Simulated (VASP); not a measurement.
Set up this calculation in VASP 6.6.1, as the native input.

```yaml
Task: single point
Functional: LDA
Potentials_or_basis: VASP PAW LDA potentials, release 64 (Ta_pv, N)
Cutoff: 520 eV
k_mesh: 9 × 9 × 8
Occupations: gaussian, width 0.15 eV
Spin: no spin polarisation
Dipole_correction: no
Further_INCAR_settings: ALGO = Normal; EDIFF = 1e-06; NBANDS = 50
```

The structure of Ta2N lies in POSCAR:

```
Ta2N
1.0
    5.3763138840      0.0000000000      0.0000000000
   -2.6881569420      4.6560244023      0.0000000000
    0.0000000000      0.0000000000      4.6193288891
Ta N
6 3
Direct
    0.6310702833      0.6310702833      0.7526041962
    0.0000000000      0.3689297167      0.7526041962
    0.3689297167      0.0000000000      0.7526041962
    0.3689297167      0.3689297167      0.2473958038
    0.0000000000      0.6310702833      0.2473958038
    0.6310702833      0.0000000000      0.2473958038
    0.6666666667      0.3333333333      0.5000000000
    0.3333333333      0.6666666667      0.5000000000
    0.0000000000      0.0000000000      0.0000000000
```

This cell differs from its parent crystal: c/a of the conventional cell at fixed volume 0.8592.

These files were run (other wordings do the same):

INCAR

```
  PREC = Accurate
  ENCUT = 520
  EDIFF = 1E-6
  ISMEAR = 0
  SIGMA = 0.15
  LREAL = F
  LASPH = T
  NELM = 60
  ALGO = Normal
  ISIF = 2
  LWAVE = F
  LCHARG = F
  GGA = CA
  NBANDS = 50
```

KPOINTS

```
Automatic mesh
0
Gamma
  9 9 8
```

Potentials or basis: VASP PAW LDA potentials, release 64 (Ta_pv, N).

Command:

```sh
$ cat potpaw_LDA.64/Ta_pv/POTCAR potpaw_LDA.64/N/POTCAR > POTCAR
$ mpirun -np 1 vasp_std > vasp.out
```

Results of the run:

The pressure is 13.2 GPa. The largest force is 4.840 eV/Å.

Caveat: forces of over 1 eV/Å act on the atoms, so gaps and moduli don't describe the material at rest.

Run time: 13 min on 1 thread of Oxide Virtual Turin-like Processor (shared host), peak memory 0.39 GiB.
